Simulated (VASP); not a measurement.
Runs of VASP 6.6.1 on Bi3H. The structure is that of space group Pm-3m (No. 221), or close to it. The cells are those of the table. 

```csv
task,cell,k mesh,cutoff (eV),gap on the mesh (eV),pressure (GPa)
single point,"a = 4.746 Å, 4 atoms",4 × 4 × 4,520,none,-0.4
relaxation of cell and atoms,"relaxed from a = 4.746 Å, 4 atoms",10 × 10 × 10,600,none,0.0
single point,"a = 4.746 Å, 4 atoms",10 × 10 × 10,520,none,(a)
relaxation of cell and atoms,"relaxed from a = 4.581 Å, 4 atoms",4 × 4 × 4,600,none,0.0
single point,"a = 4.581 Å, 4 atoms",4 × 4 × 4,520,none,6.0
```

Alike in all rows: level PBE; potentials or basis VASP PAW PBE potentials, release 64 (Bi_d, H); no spin polarisation; smearing gaussian 0.1 eV.

**Question.** Fill in the values left out.

**Answer.** (a) -0.1.

Caveats: spin-orbit coupling is left out, which moves the levels of the heavy elements; the relaxation stopped at its first step, so nothing moved (some runs).

A k mesh can miss the band edges, and the runs leave out spin-orbit coupling on Bi.

A gap of «none» marks levels without a gap at the run's occupations.
